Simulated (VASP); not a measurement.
# CdSe: single point with PBE

Crystal: CdSe.

```xyz
2
Lattice="0.0000 3.0703 3.0703 3.0703 0.0000 3.0703 3.0703 3.0703 0.0000" Properties=species:S:1:pos:R:3 pbc="T T T"
Cd    0.0000    0.0000    0.0000
Se    4.6054    4.6054    4.6054
```

```
Program             : VASP 6.6.1
Task                : single point
Functional          : PBE
Potentials or basis : VASP PAW PBE potentials, release 64 (Cd, Se)
Cutoff              : 520 eV
k mesh              : 6 × 6 × 6
Occupations         : gaussian, width 0.01 eV
Spin                : no spin polarisation
```

| Property | Result |
| --- | --- |
| Pressure | 1.6 GPa |
| Band gap on the k mesh | 0.55 eV, direct |

Levels at points of the mesh, in eV from the valence-band top:
| k point | band 7 | band 8 | band 9 | band 10 | band 11 | band 12 |
| --- | --- | --- | --- | --- | --- | --- |
| (0.00, 0.00, 0.00) | 0.00 | 0.00 | 0.00 | 0.55 | 5.93 | 5.93 |
| (0.50, 0.00, 0.00) | -4.23 | -0.71 | -0.71 | 2.35 | 6.43 | 6.43 |
| (0.50, 0.50, 0.00) | -3.95 | -1.76 | -1.76 | 3.19 | 3.73 | 8.98 |

It took 23 s on 1 thread of AMD EPYC 7R13 (shared host), peak memory 0.15 GiB.
